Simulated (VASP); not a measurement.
# P (P4/nmm) in VASP: single point with r2SCAN

Aim: the single point of P with r2SCAN.

Program: VASP 6.6.1. These are calculated values, not measurements. Logs are shortened: lines on timing, memory, paths and dates and some standing lists are left out, and cuts for length are marked.

## Step 1: The cell of the first run

Symmetry: P4/nmm, No. 129, tetragonal system. Conventional cell: a = 4.282 Å, b = 4.282 Å, c = 4.149 Å, α = 90.00°, β = 90.00°, γ = 90.00°. P (site symmetry -4m2) has 8 P at 2.29 to 3.03 Å within 3.1 Å. Within 3.0 Å of P (site symmetry 4mm) lie 4 P at 2.29 Å.

## Step 2: Single point, r2SCAN

Contents of POSCAR:

```
P
1.0
    4.2816242406      0.0000000000      0.0000000000
    0.0000000000      4.2816242406      0.0000000000
    0.0000000000      0.0000000000      4.1494331650
P
4
Direct
    0.5000000000      0.5000000000      0.0000000000
    0.0000000000      0.0000000000      0.0000000000
    0.0000000000      0.5000000000      0.8040694237
    0.5000000000      0.0000000000      0.1959305763
```

Contents of INCAR.step1:

```
ALGO = Normal
EDIFF = 1E-4
ENCUT = 520
GGA = PE
ISMEAR = 0
LASPH = T
LCHARG = F
LREAL = F
LWAVE = T
NBANDS = 18
NELM = 80
PREC = Accurate
SIGMA = 0.02
```

Contents of INCAR.step2:

```
ALGO = Normal
EDIFF = 1E-6
ENCUT = 520
ISIF = 2
ISMEAR = 0
ISTART = 1
LASPH = T
LCHARG = T
LELF = T
LMIXTAU = T
LREAL = F
LVHAR = T
LWAVE = F
METAGGA = R2SCAN
NBANDS = 18
NELM = 80
PREC = Accurate
SIGMA = 0.02
```

Contents of KPOINTS:

```
k-points
0
Gamma
  4 4 4
```

Potentials or basis: VASP PAW PBE potentials, release 64 (P).

Run with:

```
> cat potpaw_PBE.64/P/POTCAR > POTCAR
> cp INCAR.step1 INCAR
> mpirun -np 1 vasp_std > vasp.out
> cp INCAR.step2 INCAR
> mpirun -np 1 vasp_std > vasp.out
```

OUTCAR:

```text
EDIFF = 1E-6
   ENCUT = 520
   ISIF = 2
   ISMEAR = 0
   ISTART = 1
   LASPH = T
   LREAL = F
   METAGGA = R2SCAN
   NELM = 80
   PREC = Accurate

 ion  position               nearest neighbor table
   1  0.500  0.500  0.000-   3 2.29   4 2.29   4 2.29   3 2.29
   2  0.000  0.000  0.000-   3 2.29   4 2.29   3 2.29   4 2.29
   3  0.000  0.500  0.804-   1 2.29   2 2.29   2 2.29   1 2.29
   4  0.500  0.000  0.196-   1 2.29   2 2.29   1 2.29   2 2.29

  LATTYP: Found a simple tetragonal cell.
 ALAT       =     4.2816242406
 C/A-ratio  =     0.9691259512

  Lattice vectors:

 A1 = (   4.2816242406,   0.0000000000,   0.0000000000)
 A2 = (   0.0000000000,   4.2816242406,   0.0000000000)
 A3 = (   0.0000000000,   0.0000000000,   4.1494331650)

Analysis of symmetry for initial positions (statically):
=====================================================================
 Subroutine PRICEL returns:
 Original cell was already a primitive cell.

 Routine SETGRP: Setting up the symmetry group for a
 simple tetragonal supercell.

 Subroutine GETGRP returns: Found 16 space group operations
 (whereof  8 operations were pure point group operations)
 out of a pool of 16 trial point group operations.

The static configuration has the point symmetry D_2d.
 The point group associated with its full space group is D_4h.

Analysis of symmetry for dynamics (positions and initial velocities):
=====================================================================
 Subroutine PRICEL returns:
 Original cell was already a primitive cell.

 Routine SETGRP: Setting up the symmetry group for a
 simple tetragonal supercell.

 Subroutine GETGRP returns: Found 16 space group operations
 (whereof  8 operations were pure point group operations)
 out of a pool of 16 trial point group operations.

The dynamic configuration has the point symmetry D_2d.
 The point group associated with its full space group is D_4h.

 Subroutine INISYM returns: Found 16 space group operations
 (whereof  8 operations are pure point group operations),
 and found     1 'primitive' translations

----------------------------------------------------------------------------------------

                                     Primitive cell

  volume of cell :      76.0687
[... 76 lines left out ...]
 SYSTEM =  unknown system
   PREC   = accura    normal or accurate (medium, high low for compatibility)
   ISTART =      1    job   : 0-new  1-cont  2-samecut
   ICHARG =      0    charge: 1-file 2-atom 10-const
   ISPIN  =      1    spin polarized calculation?
   LNONCOLLINEAR =      F non collinear calculations
   LSORBIT =      F    spin-orbit coupling
   LASPH  =      T    aspherical Exc in radial PAW
   ENCUT  =  520.0 eV  38.22 Ry    6.18 a.u.   7.96  7.96  7.72*2*pi/ulx,y,z
   NELM   =     80;   NELMIN=  2; NELMDL=  0     # of ELM steps
   EDIFF  = 0.1E-05   stopping-criterion for ELM
   LREAL  =      F    real-space projection
[... 7 lines left out ...]
   TEBEG  =    0.0;   TEEND  =   0.0 temperature during run
   PSTRESS=    0.0 pullay stress
   NELECT =      20.0000    total number of electrons
   NUPDOWN=      -1.0000    fix difference up-down
   EMIN   =  10.00;   EMAX   =-10.00  energy-range for DOS
   EFERMI =   0.00;   METHOD = LEGACY
   ISMEAR =     0;   SIGMA  =   0.02  broadening in eV -4-tet -1-fermi 0-gaus
   EFERMI_NEDOS =   21; number of points for ismear=-14 and -15
   IALGO  =     38    algorithm
   IMIX   =      4    mixing-type and parameters
     AMIX     =   0.40;   BMIX     =  1.00
     AMIX_MAG =   1.60;   BMIX_MAG =  1.00
  volume/ion in A,a.u.               =      19.02       128.33
  Fermi-wavevector in a.u.,A,eV,Ry     =   1.048776  1.981900 14.965480  1.099932
  Thomas-Fermi vector in A             =   2.183712
   LORBIT       =      0    0 simple, 1 ext, 2 COOP (PROOUT), +10 PAW based schemes
   METAGGA = R2SCAN    functional components
   LHFCALC =     F    Hartree Fock is set to
   AEXX    =    0.0000 exact exchange contribution
   IVDW    =     0    specifies the selected vdW correction
   LEPSILON=     F    determine dielectric tensor
   LRPA    =     F    only Hartree local field effects (RPA)
 non-spin polarized calculation
 Gauss-broadening in eV      SIGMA  =   0.02
  energy-cutoff  :      520.00
  volume of cell :       76.07
 maximum number of plane-waves:      2064
 NGX is ok and might be reduce to    32
   NGX = 15   NGY = 15   NGZ = 15

 number of electron      19.9999995 magnetization

 Free energy of the ion-electron system (eV)
  ---------------------------------------------------
  ext. energy  EPLUGINS =         0.00000000
  ---------------------------------------------------
  free energy    TOTEN  =       -34.82338937 eV

  energy without entropy =      -34.82282761  energy(sigma->0) =      -34.82310849

 E-fermi :   5.9697     XC(G=0): -10.2352

 val. band max:        5.9601535022   @ k =   0.2500   0.2500   0.5000
 cond. band min:       6.0985541658   @ k =   0.2500   0.2500   0.2500
 fundamental gap:      0.1384006637
 Fermi energy:         5.9696922278

 k-point     1 :       0.0000    0.0000    0.0000
  band No.  band energies     occupation
      1     -10.5014      2.00000
      2      -4.6793      2.00000
      3      -3.4833      2.00000
      4      -1.8538      2.00000
      5      -1.8538      2.00000
      6       1.8629      2.00000
[... 355 lines left out ...]
      5       0.9003      2.00000
      6       0.9003      2.00000
[... 10 lines left out ...]
     17      14.4031      0.00000
     18      14.4031      0.00000

------------------------ aborting loop because EDIFF is reached ----------------------------------------

  FORCE on cell =-STRESS in cart. coord.  units (eV):
  Direction    XX          YY          ZZ          XY          YZ          ZX
  --------------------------------------------------------------------------------------
  -------------------------------------------------------------------------------------
  Total       -0.3379724     -0.3379724     -0.0916289      0.0000000      0.0000000      0.0000000
  in kB       -7.1184574     -7.1184574     -1.9299095      0.0000000      0.0000000      0.0000000
  external PRESSURE =      -5.3889415 kB  Pullay stress =       0.0000000 kB

 VOLUME and BASIS-vectors are now :
 -----------------------------------------------------------------------------
  energy-cutoff  :      520.00
  volume of cell :       76.07
      direct lattice vectors                 reciprocal lattice vectors
     4.281624241  0.000000000  0.000000000     0.233556226  0.000000000  0.000000000
     0.000000000  4.281624241  0.000000000     0.000000000  0.233556226  0.000000000
     0.000000000  0.000000000  4.149433165     0.000000000  0.000000000  0.240996772

 POSITION                                       TOTAL-FORCE (eV/Angst)
 -----------------------------------------------------------------------------------
      2.14081      2.14081      0.00000        -0.000000      0.000000      0.000000
      0.00000      0.00000      0.00000         0.000000     -0.000000      0.000000
      0.00000      2.14081      3.33643         0.000000     -0.000000      0.047134
      2.14081      0.00000      0.81300         0.000000      0.000000     -0.047134
 -----------------------------------------------------------------------------------
    total drift:                                0.000000     -0.000000     -0.000000

  FREE ENERGIE OF THE ION-ELECTRON SYSTEM (eV)
  ---------------------------------------------------
  free  energy   TOTEN  =       -34.8233893669 eV

  energy  without entropy=      -34.8228276119  energy(sigma->0) =      -34.82310849
```

OUTCAR.step1:

```text
EDIFF = 1E-4
   ENCUT = 520
   GGA = PE
   ISMEAR = 0
[... 601 lines left out ...]
      2.14081      2.14081      0.00000         0.000000     -0.000000      0.000000
      0.00000      0.00000      0.00000         0.000000      0.000000      0.000000
      0.00000      2.14081      3.33643         0.000000     -0.000000     -0.128726
      2.14081      0.00000      0.81300         0.000000      0.000000      0.128726
 -----------------------------------------------------------------------------------
    total drift:                                0.000000     -0.000000     -0.000000

  FREE ENERGIE OF THE ION-ELECTRON SYSTEM (eV)
  ---------------------------------------------------
  free  energy   TOTEN  =       -20.5906431570 eV

  energy  without entropy=      -20.5900747385  energy(sigma->0) =      -20.59035895
```

It took 60 s on 1 thread of Intel Xeon Platinum 8259CL at 2.50GHz (Skylake/Cascade Lake), shared host; peak memory 0.17 GiB.

Results:

```
Free energy            : -34.8234 eV
Pressure               : -0.5 GPa
Largest force          : 0.047 eV/Å
Band gap on the k mesh : zero (bands 10 and 11 overlap by 1.08 eV)
```

Forces on the atoms (eV/Å):
```
P    0.000  0.000  0.000
P    0.000  0.000  0.000
P    0.000  0.000  0.047
P    0.000  0.000 -0.047
```

Stress tensor (GPa, compression positive):
```
-0.71  0.00  0.00
 0.00 -0.71  0.00
 0.00  0.00 -0.19
```

Levels at points of the mesh, in eV from the Fermi level:
| k point | band 8 | band 9 | band 10 | band 11 | band 12 | band 13 |
| --- | --- | --- | --- | --- | --- | --- |
| (0.00, 0.00, 0.00) | -3.35 | -2.94 | -0.29 | -0.14 | 1.31 | 3.64 |
| (0.50, 0.00, 0.00) | -3.22 | -1.43 | -1.43 | 2.15 | 2.15 | 4.63 |
| (0.50, 0.50, 0.00) | -2.49 | 0.85 | 0.85 | 3.16 | 3.16 | 3.33 |
| (0.00, 0.00, 0.50) | -3.52 | -3.52 | -1.43 | 1.17 | 2.27 | 2.46 |
| (0.50, 0.00, 0.50) | -4.44 | -0.87 | -0.87 | 2.12 | 2.12 | 2.91 |
| (0.50, 0.50, 0.50) | -4.14 | 0.94 | 0.94 | 3.39 | 3.39 | 4.42 |

Caveat: the k points lie up to 0.38 Å⁻¹ apart, too coarse for converged energies and pressures of a metal; the PAW data sets were made with another functional, which shifts forces and pressure a little.

The gap in the log of VASP goes by the Fermi energy; the results here count the filled bands.